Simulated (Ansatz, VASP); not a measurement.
# Ge: VASP beside Ansatz

```
CELL_PARAMETERS angstrom
0.00000 2.83521 2.83521
2.83521 0.00000 2.83521
2.83521 2.83521 0.00000
ATOMIC_POSITIONS crystal
Ge 0.50000 0.50000 0.50000
Ge 0.75000 0.75000 0.75000
```

Alike in both runs: functional r2SCAN; k mesh 5 × 5 × 5; occupations fermi-dirac, width 0.05 eV; no spin polarisation.

Ansatz relaxed the structure, and its values are those at the end. VASP's run is a single point on that final structure, the one shown.

```csv
,VASP,Ansatz
version,VASP 6.6.1,Ansatz 0.2.0
potentials or method,"VASP PAW PBE potentials, release 64 (Ge_d), cutoff 550 eV","plane waves (500 eV) with PAW (set soft_1), scalar-relativistic"
valence electrons in the cell,28,28
```

|  | VASP | Ansatz | Ansatz less VASP |
| --- | --- | --- | --- |
| pressure (GPa) | 0.2 | 0.0 | -0.21 |

VASP's potentials were made for PBE, not for r2SCAN.
